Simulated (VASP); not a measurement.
Here is a VASP 6.6.1 calculation.

The input INCAR:

```
ALGO     = Normal         # electronic algorithm
EDIFF    = 1E-6           # SCF threshold, eV
ENCUT    = 500            # plane-wave cutoff, eV
GGA      = PS             # functional
GGA_COMPAT= F            
ISIF     = 2              # what is computed and relaxed
ISMEAR   = -1             # smearing method
LASPH    = T              # aspherical terms in the spheres
LCHARG   = T              # write CHGCAR
LELF     = T              # ELF
LREAL    = F              # projectors in reciprocal space
LVHAR    = T            
LWAVE    = F              # write WAVECAR
NBANDS   = 22             # bands
NELM     = 120            # most SCF steps
PREC     = Accurate       # precision mode
SIGMA    = 0.05           # smearing width, eV
```

Contents of KPOINTS:

```
k-points
0
Gamma
  13 13 7
```

The input POSCAR:

```
Bi
1.0
    3.2853783501      0.0000000000      0.0000000000
   -1.6426891750      2.8452211122      0.0000000000
    0.0000000000      0.0000000000      5.1661021552
Bi
2
Direct
    0.3333333333      0.6666666667      0.2500000000
    0.6666666667      0.3333333333      0.7500000000
```

Potentials or basis: VASP PAW PBE potentials, release 64 (Bi_d).

Command:

```sh
$ cat potpaw_PBE.64/Bi_d/POTCAR > POTCAR
$ mpirun -np 1 vasp_std > vasp.out
```

Q: What does it give for the pressure?

A: 21.9 GPa.

Q: Predict the band gap on the k mesh.

A: Zero (band 15 reaches 16.27 eV, above the bottom of band 16 at 8.29 eV).

Caveat: the PAW data sets were made with another functional, which shifts forces and pressure a little; spin-orbit coupling is left out, which moves the levels of the heavy elements.
